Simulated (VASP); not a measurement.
A run of VASP 6.6.1 is set up as follows.

Contents of INCAR:

```
ALGO = Normal
EDIFF = 1E-7
ENCUT = 520
GGA = CA
ISIF = 2
ISMEAR = 0
LASPH = True
LCHARG = False
LREAL = Auto
LWAVE = False
NBANDS = 48
NELM = 80
PREC = Accurate
SIGMA = 0.02
```

Contents of KPOINTS:

```
k-points
0
Gamma
  2 2 2
```

File POSCAR:

```
Si
1.0
    0.0000000000      5.4300000000      5.4300000000
    5.4300000000      0.0000000000      5.4300000000
    5.4300000000      5.4300000000      0.0000000000
Si
17
Direct
    0.0112336096      0.0113157459     -0.0338330571
    0.1232394107      0.1234957643      0.1155911602
    0.0027604052      0.0029116022      0.4878410681
    0.1357742173      0.1360047882      0.5928917127
   -0.0349406077      0.5166837017      0.0008827808
    0.1238348066      0.6375791897      0.1152832413
    0.0027329650      0.5071453039      0.4875486188
    0.1096449355      0.6317664825      0.6271366483
    0.5165086556     -0.0346692449      0.0010530387
    0.6375274401      0.1239546961      0.1153513812
    0.5069197053      0.0028883978      0.4876139963
    0.6315998158      0.1097029466      0.6272626151
    0.5176329650      0.5175414365      0.0003193370
    0.6043534991      0.6045654696      0.1870895948
    0.4770057090      0.4770963168      0.5688289134
    0.6316604052      0.6318095764      0.6267138122
    0.3348875691      0.3350988029      0.9954802026
```

Potentials or basis: VASP PAW LDA potentials, release 64 (Si).

Command:

```console
$ cat potpaw_LDA.64/Si/POTCAR > POTCAR
$ mpirun -np 1 vasp_std > vasp.out
```

Q: What does it give for the pressure?

A: 0.9 GPa.

Q: Predict the band gap on the k mesh.

A: Zero (band 34 reaches 6.65 eV, above the bottom of band 35 at 6.62 eV).

Q: What does it give for the largest force?

A: 0.107 eV/Å.

Stress tensor (GPa, compression positive):
```
 0.91 -0.59  0.60
-0.59  0.92  0.60
 0.60  0.60  0.93
```

Caveat: the k points lie up to 0.50 Å⁻¹ apart.
